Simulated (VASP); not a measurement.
# PbS (Pm-3m) in VASP: notebook, part 3 of 3

VASP 6.6.1. Earlier steps stand in the parts before.

### 5 Single point, r2SCAN

This run uses another cell than the first one, of 24.39 Å³/atom, 1.031 times its volume.

File POSCAR:

```
PbS
1.0
    3.6536590000      0.0000000000      0.0000000000
    0.0000000000      3.6536590000      0.0000000000
    0.0000000000      0.0000000000      3.6536590000
Pb S
1 1
Direct
    0.0000000000      0.0000000000      0.0000000000
    0.5000000000      0.5000000000      0.5000000000
```

File INCAR.step1:

```
SYSTEM = PbS
ALGO = Normal
EDIFF = 1E-4
ENCUT = 520
GGA = PE
ISMEAR = -1
LASPH = .TRUE.
LCHARG = .FALSE.
LREAL = .FALSE.
LWAVE = .TRUE.
NBANDS = 17
NELM = 80
PREC = Accurate
SIGMA = 0.05
```

File INCAR.step2:

```
SYSTEM = PbS
ALGO = Normal
EDIFF = 1E-6
ENCUT = 520
ISIF = 2
ISMEAR = -1
ISTART = 1
LASPH = .TRUE.
LCHARG = .TRUE.
LELF = .TRUE.
LMIXTAU = .TRUE.
LREAL = .FALSE.
LVHAR = .TRUE.
LWAVE = .FALSE.
METAGGA = R2SCAN
NBANDS = 17
NELM = 80
PREC = Accurate
SIGMA = 0.05
```

File KPOINTS:

```
k-points
0
G
  7 7 7
  0 0 0
```

Potentials or basis: VASP PAW PBE potentials, release 64 (Pb_d, S).

Run with:

```console
$ cat potpaw_PBE.64/Pb_d/POTCAR potpaw_PBE.64/S/POTCAR > POTCAR
$ cp INCAR.step1 INCAR
$ mpirun -np 1 vasp_std > vasp.out
$ cp INCAR.step2 INCAR
$ mpirun -np 1 vasp_std > vasp.out
```

OUTCAR:

```text
SYSTEM = PbS
   EDIFF = 1E-6
   ENCUT = 520
   ISIF = 2
   ISMEAR = -1
   ISTART = 1
   LASPH = .TRUE.
   LREAL = .FALSE.
   METAGGA = R2SCAN
   NELM = 80
   PREC = Accurate

 ion  position               nearest neighbor table
   1  0.000  0.000  0.000-   2 3.16   2 3.16   2 3.16   2 3.16   2 3.16   2 3.16   2 3.16   2 3.16

   2  0.500  0.500  0.500-   1 3.16   1 3.16   1 3.16   1 3.16   1 3.16   1 3.16   1 3.16   1 3.16

  LATTYP: Found a simple cubic cell.
 ALAT       =     3.6536590000

  Lattice vectors:

 A1 = (   3.6536590000,   0.0000000000,   0.0000000000)
 A2 = (   0.0000000000,   3.6536590000,   0.0000000000)
 A3 = (   0.0000000000,   0.0000000000,   3.6536590000)

Analysis of symmetry for initial positions (statically):
=====================================================================
 Subroutine PRICEL returns:
 Original cell was already a primitive cell.

 Routine SETGRP: Setting up the symmetry group for a
 simple cubic supercell.

 Subroutine GETGRP returns: Found 48 space group operations
 (whereof 48 operations were pure point group operations)
 out of a pool of 48 trial point group operations.

The static configuration has the point symmetry O_h .

Analysis of symmetry for dynamics (positions and initial velocities):
=====================================================================
 Subroutine PRICEL returns:
 Original cell was already a primitive cell.

 Routine SETGRP: Setting up the symmetry group for a
 simple cubic supercell.

 Subroutine GETGRP returns: Found 48 space group operations
 (whereof 48 operations were pure point group operations)
 out of a pool of 48 trial point group operations.

The dynamic configuration has the point symmetry O_h .

 Subroutine INISYM returns: Found 48 space group operations
 (whereof 48 operations are pure point group operations),
 and found     1 'primitive' translations

----------------------------------------------------------------------------------------

[... 106 lines left out ...]
     AMIX     =   0.40;   BMIX     =  1.00
     AMIX_MAG =   1.60;   BMIX_MAG =  1.00
  volume/ion in A,a.u.               =      24.39       164.57
  Fermi-wavevector in a.u.,A,eV,Ry     =   1.216252  2.298383 20.126668  1.479268
  Thomas-Fermi vector in A             =   2.351612
   LORBIT       =      0    0 simple, 1 ext, 2 COOP (PROOUT), +10 PAW based schemes
   METAGGA = R2SCAN    functional components
   LHFCALC =     F    Hartree Fock is set to
   AEXX    =    0.0000 exact exchange contribution
   IVDW    =     0    specifies the selected vdW correction
   LEPSILON=     F    determine dielectric tensor
   LRPA    =     F    only Hartree local field effects (RPA)
 non-spin polarized calculation
  energy-cutoff  :      520.00
  volume of cell :       48.77
 maximum number of plane-waves:      1357
 NGX is ok and might be reduce to    28
   NGX = 13   NGY = 13   NGZ = 13

 number of electron      19.9999995 magnetization

 Free energy of the ion-electron system (eV)
  ---------------------------------------------------
  ext. energy  EPLUGINS =         0.00000000
  ---------------------------------------------------
  free energy    TOTEN  =       -65.07925017 eV

  energy without entropy =      -65.07722569  energy(sigma->0) =      -65.07823793

 E-fermi :   6.0123     XC(G=0): -10.7022

 val. band max:        5.8281285002   @ k =   0.1429   0.1429   0.1429
 cond. band min:       6.1612453776   @ k =   0.4286   0.4286   0.4286
 fundamental gap:      0.3331168773
 Fermi energy:         6.0122772480

 k-point     1 :       0.0000    0.0000    0.0000
  band No.  band energies     occupation
      1     -11.6106      2.00000
      2     -11.6106      2.00000
      3     -11.3967      2.00000
      4     -11.3967      2.00000
      5     -11.3967      2.00000
      6      -7.6764      2.00000
[... 377 lines left out ...]
      4     -11.3629      2.00000
      5     -11.3629      2.00000
      6      -5.3919      2.00000
[... 9 lines left out ...]
     16      19.8214      0.00000
     17      23.2314      0.00000

------------------------ aborting loop because EDIFF is reached ----------------------------------------

  FORCE on cell =-STRESS in cart. coord.  units (eV):
  Direction    XX          YY          ZZ          XY          YZ          ZX
  --------------------------------------------------------------------------------------
  -------------------------------------------------------------------------------------
  Total       -0.2234249     -0.2234249     -0.2234249     -0.0000000     -0.0000000     -0.0000000
  in kB       -7.3393593     -7.3393593     -7.3393593     -0.0000000     -0.0000000     -0.0000000
  external PRESSURE =      -7.3393593 kB  Pullay stress =       0.0000000 kB

 VOLUME and BASIS-vectors are now :
 -----------------------------------------------------------------------------
  energy-cutoff  :      520.00
  volume of cell :       48.77
      direct lattice vectors                 reciprocal lattice vectors
     3.653659000  0.000000000  0.000000000     0.273698230  0.000000000  0.000000000
     0.000000000  3.653659000  0.000000000     0.000000000  0.273698230  0.000000000
     0.000000000  0.000000000  3.653659000     0.000000000  0.000000000  0.273698230

 POSITION                                       TOTAL-FORCE (eV/Angst)
 -----------------------------------------------------------------------------------
      0.00000      0.00000      0.00000         0.000000      0.000000      0.000000
      1.82683      1.82683      1.82683         0.000000      0.000000      0.000000
 -----------------------------------------------------------------------------------
    total drift:                               -0.000000      0.000000      0.000000

  FREE ENERGIE OF THE ION-ELECTRON SYSTEM (eV)
  ---------------------------------------------------
  free  energy   TOTEN  =       -65.0792501666 eV

  energy  without entropy=      -65.0772256862  energy(sigma->0) =      -65.07823793
```

OSZICAR.step1:

```text
N       E                     dE             d eps       ncg     rms          rms(c)
DAV:   1     0.160610666879E+03    0.16061E+03   -0.98696E+03   688   0.127E+03
DAV:   2     0.347538274634E+01   -0.15714E+03   -0.15118E+03   714   0.321E+02
DAV:   3    -0.864657657442E+01   -0.12122E+02   -0.11978E+02   916   0.923E+01
DAV:   4    -0.892346601610E+01   -0.27689E+00   -0.27671E+00   829   0.152E+01
DAV:   5    -0.893323229313E+01   -0.97663E-02   -0.97653E-02   972   0.290E+00    0.434E+00
DAV:   6    -0.826528113222E+01    0.66795E+00   -0.17568E+00  1042   0.915E+00    0.313E+00
DAV:   7    -0.825964799157E+01    0.56331E-02   -0.16094E-01   797   0.201E+00    0.187E+00
DAV:   8    -0.825958993487E+01    0.58057E-04   -0.38571E-02   854   0.159E+00    0.389E-01
DAV:   9    -0.825622055514E+01    0.33694E-02   -0.21512E-02  1028   0.906E-01    0.151E-01
DAV:  10    -0.825626874625E+01   -0.48191E-04   -0.37265E-03   992   0.369E-01    0.116E-01
DAV:  11    -0.825603021726E+01    0.23853E-03   -0.96635E-04   904   0.185E-01    0.269E-02
DAV:  12    -0.825603521162E+01   -0.49944E-05   -0.64320E-05   470   0.543E-02
   1 F= -.82560352E+01 E0= -.82522923E+01  d E =-.748588E-02
```

Wall time 48 s (1 thread of Intel Xeon 6975P-C (Granite Rapids), shared host); peak memory 0.16 GiB.

What came out:

* Free energy: -65.0793 eV
* Pressure: -0.7 GPa
* Band gap on the k mesh: 0.33 eV, indirect (least direct gap 1.66 eV)

Caveat: the PAW data sets were made with another functional, which shifts forces and pressure a little; spin-orbit coupling is left out, which moves the levels of the heavy elements.

### 6 The runs side by side

```csv
level,cell,gap on the mesh (eV),pressure (GPa)
r2SCAN+rVV10,"a = 3.617 Å, 2 atoms",0.22,0.1
r2SCAN,"a = 3.639 Å, 2 atoms",0.30,0.0
r2SCAN+D3(BJ),"a = 3.654 Å, 2 atoms",0.33,-1.9
r2SCAN,"a = 3.654 Å, 2 atoms",0.33,-0.7
```

Alike in all rows: task single point; potentials or basis VASP PAW PBE potentials, release 64 (Pb_d, S); no spin polarisation; k mesh 7 × 7 × 7; cutoff (eV) 520; smearing fermi-dirac 0.05 eV.

Caveats: the PAW data sets were made with another functional, which shifts forces and pressure a little; spin-orbit coupling is left out, which moves the levels of the heavy elements; three body term missing (some runs).

Total energies depend on the potentials used, so only differences within one code and one set of settings carry meaning.
